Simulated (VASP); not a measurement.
Set up this calculation in VASP 6.6.1, as the native input.

| Property | Result |
| --- | --- |
| Task | single point |
| Functional | PBE |
| Potentials or basis | VASP PAW PBE potentials, release 64 (Sr_sv, Cl) |
| Cutoff | 520 eV |
| k mesh | 4 × 4 × 4 |
| Occupations | gaussian, width 0.01 eV |
| Spin | no spin polarisation |
| Dipole correction | no |
| Further INCAR settings | ALGO = Normal; EDIFF = 1e-07; NBANDS = 19 |

The structure of SrCl2 lies in POSCAR:

```
SrCl2
1.0
    0.0000000000      3.4976509443      3.4976509443
    3.4976509443      0.0000000000      3.4976509443
    3.4976509443      3.4976509443      0.0000000000
Sr Cl
1 2
Direct
    0.0000000000      0.0000000000      0.0000000000
    0.2500000000      0.2500000000      0.2500000000
    0.7500000000      0.7500000000      0.7500000000
```

One way to write it, as run:

INCAR

```
  ALGO = Normal
  EDIFF = 1E-7
  ENCUT = 520
  GGA = PE
  ISIF = 2
  ISMEAR = 0
  LASPH = True
  LCHARG = False
  LREAL = False
  LWAVE = False
  NBANDS = 19
  NELM = 100
  PREC = Accurate
  SIGMA = 0.01
```

KPOINTS

```
k-points
0
Gamma
  4 4 4
```

Potentials or basis: VASP PAW PBE potentials, release 64 (Sr_sv, Cl).

Command:

```bash
$ cat potpaw_PBE.64/Sr_sv/POTCAR potpaw_PBE.64/Cl/POTCAR > POTCAR
$ mpirun -np 1 vasp_std > vasp.out
```

Results of the run:

| Property | Result |
| --- | --- |
| Pressure | 0.8 GPa |
| Band gap on the k mesh | 5.31 eV, indirect (least direct gap 5.51 eV) |

Wall time 31 s on 1 thread of Intel(R) Xeon(R) Platinum 8259CL CPU @ 2.50GHz (Skylake/Cascade Lake), with other jobs on the host, peak memory 0.22 GiB.
